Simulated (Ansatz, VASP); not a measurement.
# One calculation of WC, two programs

```
W C
1.0
     0.00000    2.29363    1.94959
     2.29363    0.00000    1.94959
     2.29363    2.29363    0.00000
W C
1 1
Direct
  0.00000 0.00000 0.00000
  0.50000 0.50000 0.50000
```

Alike in both runs: task single point; functional PBEsol; k mesh 26 × 26 × 26; occupations gaussian, width 0.15 eV; no spin polarisation.

|  | VASP | Ansatz |
| --- | --- | --- |
| version | VASP 6.6.1 | Ansatz 0.2.0 |
| potentials or method | VASP PAW PBE potentials, release 64 (W_sv, C), cutoff 520 eV | scalar-relativistic, plane waves, PAW |
| valence electrons in the cell | 18 | 18 |

```csv
,VASP,Ansatz,Ansatz less VASP
gap on the k mesh at the Fermi level (eV),none,none,-
pressure (GPa),24.1,22.9,-1.15
"traceless stress, the component that is largest in VASP (GPa)",91.60,91.04,-0.552
```

VASP's potentials were made for PBE, not for PBEsol. A gap of «none» marks a metal or a gap that the smearing closes. With one functional, cell and mesh, what is left measures potentials, basis and numerics.

Spin-orbit coupling is off throughout.
